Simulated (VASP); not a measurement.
CoO, 4 atoms in the cell. The structure is cubic, space group Fm-3m (No. 225). The conventional cell has a = 4.326 Å, b = 4.326 Å, c = 4.326 Å, α = 90.00°, β = 90.00°, γ = 90.00°. Within 2.9 Å of Co (site symmetry m-3m) lie 6 O at 2.16 Å. O (site symmetry m-3m) has 6 Co at 2.16 Å within 2.9 Å. 

| Property | Result |
| --- | --- |
| Program | VASP 6.6.1 |
| Task | single point |
| Functional | PBE |
| Potentials or basis | VASP PAW PBE potentials, release 64 (Co_sv, O) |
| Cutoff | 700 eV |
| k mesh | 8 × 8 × 6 |
| Occupations | gaussian, width 0.05 eV |
| Spin | collinear spin, antiferromagnetic start |
| Starting moments | [3.0, -3.0, 0.0, 0.0] μB |
| Hubbard terms | Co d U = 3.3 eV |
| Dipole correction | no |
| Further INCAR settings | ALGO = Normal; EDIFF = 1e-06; NBANDS = 35 |

Potentials or basis: VASP PAW PBE potentials, release 64 (Co_sv, O).

Command:

```bash
$ cat potpaw_PBE.64/Co_sv/POTCAR potpaw_PBE.64/O/POTCAR > POTCAR
$ mpirun -np 1 vasp_std > vasp.out
```

Hardware: 1 thread of Intel(R) Xeon(R) Platinum 8488C (Sapphire Rapids), on a shared host.

Question: How long does it take, and how much memory?

Answer: It took 4.6 min on 1 thread of Intel(R) Xeon(R) Platinum 8488C (Sapphire Rapids) (shared host), peak memory 0.32 GiB. Counts: scf iterations 16, k points 60.
